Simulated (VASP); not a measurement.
Input of a VASP 6.6.1 run:

Contents of POSCAR:

```
CuO
1.0
    2.8795009639      0.0000000000      0.0000000000
    0.0390727580      2.8792794796      0.0000000000
    0.0174953863      0.0172449008      5.1763391994
Cu O
2 2
Direct
    0.0000000000      0.5000000000      0.0000000000
    0.5000000000      0.0000000000      0.5000000000
    0.9984239700      0.0016717800      0.7498871000
    0.0015760300      0.9983282200      0.2501129000
```

File INCAR.step1:

```
ALGO     = Normal         # electronic algorithm
EDIFF    = 1E-4           # SCF threshold, eV
ENCUT    = 520            # plane-wave cutoff, eV
GGA      = PE             # functional
ISMEAR   = -1             # smearing method
LASPH    = T              # aspherical terms in the spheres
LCHARG   = F              # write CHGCAR
LREAL    = F              # projectors in reciprocal space
LWAVE    = T              # write WAVECAR
NBANDS   = 25             # bands
NELM     = 60             # most SCF steps
PREC     = Accurate       # precision mode
SIGMA    = 0.05           # smearing width, eV
```

The input INCAR.step2:

```
ALGO     = Normal         # electronic algorithm
EDIFF    = 1E-7           # SCF threshold, eV
ENCUT    = 520            # plane-wave cutoff, eV
ISIF     = 2              # what is computed and relaxed
ISMEAR   = -1             # smearing method
ISTART   = 1            
LASPH    = T              # aspherical terms in the spheres
LCHARG   = F              # write CHGCAR
LMIXTAU  = T            
LREAL    = F              # projectors in reciprocal space
LWAVE    = F              # write WAVECAR
METAGGA  = R2SCAN         # meta-GGA
NBANDS   = 25             # bands
NELM     = 60             # most SCF steps
PREC     = Accurate       # precision mode
SIGMA    = 0.05           # smearing width, eV
```

KPOINTS

```
k-points
0
Gamma
  9 9 5
```

Potentials or basis: VASP PAW PBE potentials, release 64 (Cu, O).

The run is started by

```sh
$ cat potpaw_PBE.64/Cu/POTCAR potpaw_PBE.64/O/POTCAR > POTCAR
$ cp INCAR.step1 INCAR
$ mpirun -np 1 vasp_std > vasp.out
$ cp INCAR.step2 INCAR
$ mpirun -np 1 vasp_std > vasp.out
```

(1) Estimate the pressure.

(2) Estimate the largest force.

(3) Estimate the band gap on the k mesh.

## Answers

(1) 0.2 GPa.

(2) 0.011 eV/Å.

(3) zero (bands 17 and 18 overlap by 0.94 eV).

Caveat: the PAW data sets were made with another functional, which shifts forces and pressure a little; semilocal functionals often make such compounds metallic where correlation or magnetic order opens a gap, which also shifts bond lengths.
